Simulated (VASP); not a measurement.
The system is NbP.

```
CELL_PARAMETERS angstrom
3.31629 0.00000 0.00000
-1.65814 2.87199 0.00000
0.00000 0.00000 6.71640
ATOMIC_POSITIONS crystal
Nb 0.00000 0.00000 0.00000
Nb 0.00000 0.00000 0.50000
P 0.33333 0.66667 0.25000
P 0.66667 0.33333 0.75000
```

Base run:

```yaml
Program: VASP 6.6.1
Functional: PBEsol
Potentials_or_basis: VASP PAW PBE potentials, release 64 (Nb_sv, P)
Cutoff: 500 eV
k_mesh: 10 × 10 × 8
Occupations: gaussian, width 0.05 eV
Spin: no spin polarisation
```

Its results: band gap on the k mesh zero (band 18 reaches 10.89 eV, above the bottom of band 19 at 10.39 eV); pressure -5.6 GPa.

**Question.** The run is repeated on the same cell with these changes: functional from PBEsol to PBE. What comes out?

**Answer.** Band gap on the k mesh zero (band 18 reaches 11.00 eV, above the bottom of band 19 at 10.51 eV); pressure -0.4 GPa.

PBE binds less tightly than PBEsol, so the same cell stands under more pressure.

Caveats: the PAW data sets were made with another functional, which shifts forces and pressure a little (some runs).
